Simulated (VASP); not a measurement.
# KAl4 (P6/mmm) in VASP: further runs

Runs on KAl4. Level: PBE. Tasks: single point, relaxation of cell and atoms.

Program: VASP 6.6.1. These are calculated values, not measurements. Logs are shortened: lines on timing, memory, paths and dates and some standing lists are left out, and cuts for length are marked.

### Step 1. The cell of the first run

The structure is hexagonal, space group P6/mmm (No. 191). Conventional cell: a = 5.269 Å, b = 5.269 Å, c = 5.391 Å, α = 90.00°, β = 90.00°, γ = 120.00°. K (site symmetry 6/mmm) has 6 Al at 3.04 Å within 4.0 Å. Al (site symmetry -6m2) has 5 Al at 2.70 to 3.04 Å and 3 K at 3.04 Å within 3.6 Å. Within 3.6 Å of Al (site symmetry -6m2) lie 5 Al at 2.70 to 3.04 Å.

### Step 2. Single point, PBE

Contents of INCAR:

```
SYSTEM = KAl4
PREC = Accurate
ENCUT = 520
EDIFF = 1E-6
ISMEAR = 0
SIGMA = 0.1
LREAL = .FALSE.
LASPH = .TRUE.
NELM = 100
ALGO = Normal
ISIF = 2
LWAVE = .FALSE.
LCHARG = .FALSE.
GGA = PE
NBANDS = 18
```

Contents of KPOINTS:

```
Automatic mesh
0
G
  6 6 4
  0 0 0
```

Contents of POSCAR:

```
KAl4
1.0
    5.2691943963     -0.0000000034      0.0000000000
   -2.6345971952      4.5632562064      0.0000000000
    0.0000000000      0.0000000000      5.3912290223
K Al
1 4
Direct
    0.0000000000      0.0000000000      0.0000000000
    0.3333333333      0.6666666667      0.0000000000
    0.6666666667      0.3333333333      0.0000000000
    0.3333333333      0.6666666667      0.5000000000
    0.6666666667      0.3333333333      0.5000000000
```

Potentials or basis: VASP PAW PBE potentials, release 64 (K_sv, Al).

Run with:

```sh
$ cat potpaw_PBE.64/K_sv/POTCAR potpaw_PBE.64/Al/POTCAR > POTCAR
$ mpirun -np 1 vasp_std > vasp.out
```

OUTCAR:

```text
SYSTEM = KAl4
   PREC = Accurate
   ENCUT = 520
   EDIFF = 1E-6
   ISMEAR = 0
   LREAL = .FALSE.
   LASPH = .TRUE.
   NELM = 100
   ISIF = 2
   GGA = PE

 ion  position               nearest neighbor table
   1  0.000  0.000  0.000-   2 3.04   3 3.04   3 3.04   2 3.04   3 3.04   2 3.04
   2  0.333  0.667  0.000-   4 2.70   4 2.70   1 3.04   3 3.04   3 3.04   1 3.04   1 3.04   3 3.04

   3  0.667  0.333  0.000-   5 2.70   5 2.70   1 3.04   2 3.04   2 3.04   1 3.04   1 3.04   2 3.04

   4  0.333  0.667  0.500-   2 2.70   2 2.70   5 3.04   5 3.04   5 3.04
   5  0.667  0.333  0.500-   3 2.70   3 2.70   4 3.04   4 3.04   4 3.04

  LATTYP: Found a hexagonal cell.
 ALAT       =     5.2691943963
 C/A-ratio  =     1.0231600159

  Lattice vectors:

 A1 = (   5.2691943963,  -0.0000000034,   0.0000000000)
 A2 = (  -2.6345971952,   4.5632562064,   0.0000000000)
 A3 = (   0.0000000000,   0.0000000000,   5.3912290223)

Analysis of symmetry for initial positions (statically):
=====================================================================
 Subroutine PRICEL returns:
 Original cell was already a primitive cell.

 Routine SETGRP: Setting up the symmetry group for a
 hexagonal supercell.

 Subroutine GETGRP returns: Found 24 space group operations
 (whereof 24 operations were pure point group operations)
 out of a pool of 24 trial point group operations.

The static configuration has the point symmetry D_6h.

Analysis of symmetry for dynamics (positions and initial velocities):
=====================================================================
 Subroutine PRICEL returns:
 Original cell was already a primitive cell.

 Routine SETGRP: Setting up the symmetry group for a
 hexagonal supercell.

 Subroutine GETGRP returns: Found 24 space group operations
 (whereof 24 operations were pure point group operations)
 out of a pool of 24 trial point group operations.

The dynamic configuration has the point symmetry D_6h.

 Subroutine INISYM returns: Found 24 space group operations
 (whereof 24 operations are pure point group operations),
 and found     1 'primitive' translations

----------------------------------------------------------------------------------------

                                     Primitive cell

  volume of cell :     129.6304

  direct lattice vectors                    reciprocal lattice vectors
     5.269194396 -0.000000003  0.000000000     0.189782332  0.109570880  0.000000000
    -2.634597195  4.563256206  0.000000000     0.000000000  0.219141761  0.000000000
     0.000000000  0.000000000  5.391229022     0.000000000  0.000000000  0.185486463

  length of vectors
     5.269194396  5.269194396  5.391229022     0.219141761  0.219141761  0.185486463

  position of ions in fractional coordinates (direct lattice)
     0.000000000  0.000000000  0.000000000
     0.333333333  0.666666667  0.000000000
     0.666666667  0.333333333  0.000000000
     0.333333333  0.666666667  0.500000000
     0.666666667  0.333333333  0.500000000

  ion indices of the primitive-cell ions
   primitive index   ion index
                 1           1
                 2           2
                 3           3
                 4           4
                 5           5

----------------------------------------------------------------------------------------

 KPOINTS: Automatic mesh

Automatic generation of k-mesh.
 Grid dimensions read from file:
 generate k-points for:    6    6    4

 Generating k-lattice:

  Cartesian coordinates                     Fractional coordinates (reciprocal lattice)
     0.031630389  0.018261813  0.000000000     0.166666667  0.000000000  0.000000000
     0.000000000  0.036523627  0.000000000     0.000000000  0.166666667  0.000000000
     0.000000000  0.000000000  0.046371616     0.000000000  0.000000000  0.250000000

  Length of vectors
     0.036523627  0.036523627  0.046371616

  Shift w.r.t. Gamma in fractional coordinates (k-lattice)
     0.000000000  0.000000000  0.000000000

 Subroutine IBZKPT returns following result:
 ===========================================

 Found     21 irreducible k-points:

 Following reciprocal coordinates:
            Coordinates               Weight
  0.000000  0.000000  0.000000      1.000000
  0.166667  0.000000  0.000000      6.000000
  0.333333  0.000000  0.000000      6.000000
  0.500000  0.000000  0.000000      3.000000
  0.166667  0.166667  0.000000      6.000000
  0.333333  0.166667  0.000000     12.000000
[... 13 lines left out ...]
  0.333333  0.166667  0.500000     12.000000
  0.333333  0.333333  0.500000      2.000000
   k-points           NKPTS =     21   k-points in BZ     NKDIM =     21   number of bands    NBANDS=     18
   number of dos      NEDOS =    301   number of ions     NIONS =      5
   total plane-waves  NPLWV =  64000
   dimension x,y,z NGX =    40 NGY =   40 NGZ =   40
   dimension x,y,z NGXF=    80 NGYF=   80 NGZF=   80
   ions per type =               1   4
   NGX,Y,Z   is equivalent  to a cutoff of  12.62, 12.62, 12.33 a.u.
   NGXF,Y,Z  is equivalent  to a cutoff of  25.24, 25.24, 24.67 a.u.
 SYSTEM =  KAl4
   PREC   = accura    normal or accurate (medium, high low for compatibility)
   ISTART =      0    job   : 0-new  1-cont  2-samecut
   ICHARG =      2    charge: 1-file 2-atom 10-const
   ISPIN  =      1    spin polarized calculation?
   LNONCOLLINEAR =      F non collinear calculations
   LSORBIT =      F    spin-orbit coupling
   LASPH  =      T    aspherical Exc in radial PAW
   ENCUT  =  520.0 eV  38.22 Ry    6.18 a.u.   9.80  9.80 10.02*2*pi/ulx,y,z
   NELM   =    100;   NELMIN=  2; NELMDL= -5     # of ELM steps
   EDIFF  = 0.1E-05   stopping-criterion for ELM
   LREAL  =      F    real-space projection
   EDIFFG = 0.1E-04   stopping-criterion for IOM
   NSW    =      0    number of steps for IOM
   IBRION =     -1    ionic relax: 0-MD 1-quasi-New 2-CG
   NFREE  =      0    steps in history (QN), initial steepest desc. (CG)
   ISIF   =      2    stress and relaxation
   ISYM   =      2    0-nonsym 1-usesym 2-fastsym
   POTIM  = 0.5000    time-step for ionic-motion
   TEBEG  =    0.0;   TEEND  =   0.0 temperature during run
   PSTRESS=    0.0 pullay stress
   NELECT =      21.0000    total number of electrons
   NUPDOWN=      -1.0000    fix difference up-down
   EMIN   =  10.00;   EMAX   =-10.00  energy-range for DOS
   EFERMI =   0.00;   METHOD = LEGACY
   ISMEAR =     0;   SIGMA  =   0.10  broadening in eV -4-tet -1-fermi 0-gaus
   EFERMI_NEDOS =   21; number of points for ismear=-14 and -15
   IALGO  =     38    algorithm
   IMIX   =      4    mixing-type and parameters
     AMIX     =   0.40;   BMIX     =  1.00
     AMIX_MAG =   1.60;   BMIX_MAG =  1.00
  volume/ion in A,a.u.               =      25.93       174.96
  Fermi-wavevector in a.u.,A,eV,Ry     =   0.892440  1.686467 10.836346  0.796449
  Thomas-Fermi vector in A             =   2.014389
   LORBIT       =      0    0 simple, 1 ext, 2 COOP (PROOUT), +10 PAW based schemes
   GGA     = PE    functional components
   LHFCALC =     F    Hartree Fock is set to
   AEXX    =    0.0000 exact exchange contribution
   IVDW    =     0    specifies the selected vdW correction
   LEPSILON=     F    determine dielectric tensor
   LRPA    =     F    only Hartree local field effects (RPA)
 non-spin polarized calculation
 Gauss-broadening in eV      SIGMA  =   0.10
  energy-cutoff  :      520.00
  volume of cell :      129.63
 maximum number of plane-waves:      3536
 NGX is ok and might be reduce to    40
   NGX = 19   NGY = 19   NGZ = 21

 number of electron      21.0000002 magnetization

 Free energy of the ion-electron system (eV)
  ---------------------------------------------------
  ext. energy  EPLUGINS =         0.00000000
  ---------------------------------------------------
  free energy    TOTEN  =       -13.41079614 eV

  energy without entropy =      -13.40204551  energy(sigma->0) =      -13.40642083

 E-fermi :   3.6559     XC(G=0):  -8.4968

 val. band max:        3.6336251401   @ k =   0.1667   0.0000   0.5000
 cond. band min:       3.7886737873   @ k =   0.3333   0.1667   0.0000
 fundamental gap:      0.1550486472
 Fermi energy:         3.6559085522

 k-point     1 :       0.0000    0.0000    0.0000
  band No.  band energies     occupation
      1     -27.1964      2.00000
      2     -10.8687      2.00000
      3     -10.8687      2.00000
      4     -10.6627      2.00000
      5      -4.5021      2.00000
      6       0.1864      2.00000
[... 10 lines left out ...]
     17       7.5178      0.00000
     18       8.0306      0.00000

 k-point     2 :       0.1667    0.0000    0.0000
  band No.  band energies     occupation
      1     -27.1961      2.00000
      2     -10.8866      2.00000
      3     -10.8720      2.00000
      4     -10.6613      2.00000
      5      -4.3055      2.00000
      6      -0.5146      2.00000
[... 10 lines left out ...]
     17       7.5219      0.00000
     18       7.6294      0.00000

 k-point     3 :       0.3333    0.0000    0.0000
  band No.  band energies     occupation
      1     -27.1955      2.00000
      2     -10.9217      2.00000
      3     -10.8787      2.00000
      4     -10.6585      2.00000
      5      -3.7692      2.00000
      6      -1.6918      2.00000
[... 10 lines left out ...]
     17       6.9617      0.00000
     18       7.8872      0.00000

 k-point     4 :       0.5000    0.0000    0.0000
  band No.  band energies     occupation
      1     -27.1951      2.00000
      2     -10.9387      2.00000
      3     -10.8821      2.00000
      4     -10.6571      2.00000
      5      -3.2371      2.00000
      6      -2.4266      2.00000
[... 312 lines left out ...]
      4     -10.6713      2.00000
      5      -2.7446      2.00000
      6      -2.6574      2.00000
[... 10 lines left out ...]
     17       6.9993      0.00000
     18       7.3705      0.00000

 k-point    20 :       0.3333    0.1667    0.5000
  band No.  band energies     occupation
      1     -27.1950      2.00000
      2     -10.9255      2.00000
      3     -10.8897      2.00000
      4     -10.6681      2.00000
      5      -2.1621      2.00000
      6      -2.0959      2.00000
[... 10 lines left out ...]
     17       7.5070      0.00000
     18       8.1514      0.00000

 k-point    21 :       0.3333    0.3333    0.5000
  band No.  band energies     occupation
      1     -27.1948      2.00000
      2     -10.9125      2.00000
      3     -10.9125      2.00000
      4     -10.6670      2.00000
      5      -1.5997      2.00000
      6      -1.5997      2.00000
[... 10 lines left out ...]
     17       7.7123      0.00000
     18       7.7123      0.00000

------------------------ aborting loop because EDIFF is reached ----------------------------------------

  FORCE on cell =-STRESS in cart. coord.  units (eV):
  Direction    XX          YY          ZZ          XY          YZ          ZX
  --------------------------------------------------------------------------------------
  -------------------------------------------------------------------------------------
  Total        0.2623509      0.2623509      0.0881134      0.0000000      0.0000000      0.0000000
  in kB        3.2425470      3.2425470      1.0890442      0.0000000      0.0000000      0.0000000
  external PRESSURE =       2.5247127 kB  Pullay stress =       0.0000000 kB

 VOLUME and BASIS-vectors are now :
 -----------------------------------------------------------------------------
  energy-cutoff  :      520.00
  volume of cell :      129.63
      direct lattice vectors                 reciprocal lattice vectors
     5.269194396 -0.000000003  0.000000000     0.189782332  0.109570880  0.000000000
    -2.634597195  4.563256206  0.000000000     0.000000000  0.219141761  0.000000000
     0.000000000  0.000000000  5.391229022     0.000000000  0.000000000  0.185486463

 POSITION                                       TOTAL-FORCE (eV/Angst)
 -----------------------------------------------------------------------------------
      0.00000      0.00000      0.00000         0.000000     -0.000000     -0.000000
      0.00000      3.04217      0.00000        -0.000000      0.000000     -0.000000
      2.63460      1.52109      0.00000         0.000000     -0.000000     -0.000000
      0.00000      3.04217      2.69561         0.000000      0.000000     -0.000000
      2.63460      1.52109      2.69561        -0.000000     -0.000000      0.000000
 -----------------------------------------------------------------------------------
    total drift:                                0.000000     -0.000000      0.000000

  FREE ENERGIE OF THE ION-ELECTRON SYSTEM (eV)
  ---------------------------------------------------
  free  energy   TOTEN  =       -13.4107961377 eV

  energy  without entropy=      -13.4020455142  energy(sigma->0) =      -13.40642083
```

Wall time 24 s (1 thread of Intel Xeon Platinum 8488C (Sapphire Rapids), shared host); peak memory 0.25 GiB.

What came out:

```
Free energy : -13.4108 eV
Pressure    : 0.3 GPa
```

Levels at points of the mesh, in eV from the Fermi level:
| k point | band 7 | band 8 | band 9 | band 10 | band 11 | band 12 | band 13 | band 14 |
| --- | --- | --- | --- | --- | --- | --- | --- | --- |
| (0.00, 0.00, 0.00) | -3.21 | -2.93 | -1.97 | -1.97 | 0.67 | 1.35 | 1.35 | 1.81 |
| (0.50, 0.00, 0.00) | -2.26 | -2.14 | -2.12 | -1.44 | -1.12 | -0.91 | 1.65 | 2.85 |
| (0.00, 0.00, 0.50) | -2.08 | -1.90 | -1.19 | -1.19 | -0.32 | -0.32 | 1.75 | 1.75 |
| (0.50, 0.00, 0.50) | -5.00 | -4.65 | -1.18 | -0.96 | 0.22 | 0.25 | 3.17 | 3.21 |

### Step 3. Relaxation of cell and atoms, PBE

This run uses another cell than the first one, of 20.67 Å³/atom, 0.797 times its volume.

Contents of INCAR:

```
SYSTEM = KAl4
ALGO = Normal
EDIFF = 1E-6
EDIFFG = -0.04
ENCUT = 600
GGA = PE
IBRION = 2
ISIF = 3
ISMEAR = 0
LASPH = .True.
LCHARG = .False.
LREAL = .False.
LWAVE = .False.
NELM = 100
NSW = 90
PREC = Accurate
SIGMA = 0.1
```

Contents of KPOINTS:

```
k-points
0
Gamma
  6 6 4
  0 0 0
```

Contents of POSCAR:

```
KAl4
1.0
    4.4858939700      0.0000000000      0.0000000000
   -2.2429469800      3.8848981300      0.0000000000
    0.0000000000      0.0000000000      5.9295443900
K Al
1 4
Direct
    0.0000000000      0.0000000000      0.0000000000
    0.3333333300      0.6666666700      0.0000000000
    0.6666666700      0.3333333300      0.0000000000
    0.3333333300      0.6666666700      0.5000000000
    0.6666666700      0.3333333300      0.5000000000
```

Potentials or basis: VASP PAW PBE potentials, release 64 (K_sv, Al).

Run with:

```sh
$ cat potpaw_PBE.64/K_sv/POTCAR potpaw_PBE.64/Al/POTCAR > POTCAR
$ mpirun -np 1 vasp_std > vasp.out
```

It took 2.2 min on 1 thread of Intel Xeon Platinum 8488C (Sapphire Rapids), shared host; peak memory 0.26 GiB.

It converged, with:

| Quantity | Value |
| --- | --- |
| Free energy | -13.4112 eV |
| Relaxed volume | 26.17 Å³/atom |
| Relaxed cell | a = 5.308 Å, b = 5.308 Å, c = 5.364 Å, α = 90.00°, β = 90.00°, γ = 120.00° |
| Space group after relaxing (to 0.05 Å) | P6/mmm (No. 191) |
| Energy gained by relaxing | 442.0 meV/atom |
| Ionic steps | 10 |
| Pressure after relaxing | 0.1 GPa |

Step by step:
```csv
step,energy change (eV),largest force (eV/Å),pressure (GPa),volume (Å³)
1,0.0000,0.0000,14.83,103.34
2,-2.0515,0.0000,-0.83,133.25
3,-2.0856,0.0000,-1.49,136.41
4,-2.0832,0.0000,-2.45,142.80
5,-2.0943,0.0000,-1.99,139.35
6,-2.0941,0.0000,-1.87,138.60
7,-2.2033,0.0000,-0.58,133.03
8,-2.2090,0.0000,-0.23,131.86
9,-2.2075,0.0000,0.50,129.52
10,-2.2102,0.0000,0.08,130.86
```

Final structure:
```
K Al
1.0
     5.30757    0.00000    0.00000
    -2.65379    4.59649    0.00000
     0.00000    0.00000    5.36404
K Al
1 4
Direct
  0.00000 0.00000 0.00000
  0.33333 0.66667 0.00000
  0.66667 0.33333 0.00000
  0.33333 0.66667 0.50000
  0.66667 0.33333 0.50000
```

Levels at points of the mesh, in eV from the Fermi level:
```
           k point  band 7  band 8  band 9  band 10  band 11  band 12  band 13  band 14
(0.00, 0.00, 0.00)   -3.33   -2.90   -1.98    -1.98     0.59     1.28     1.87     1.87
(0.50, 0.00, 0.00)   -2.24   -2.16   -2.04    -1.37    -1.13    -0.95     1.71     2.81
(0.00, 0.00, 0.50)   -2.18   -2.01   -1.17    -1.17    -0.33    -0.33     1.72     2.44
(0.50, 0.00, 0.50)   -4.99   -4.66   -1.18    -0.97     0.18     0.22     3.25     3.34
```

Caveat: the volume moved by over 15 % at a fixed basis, so the end points are rough.
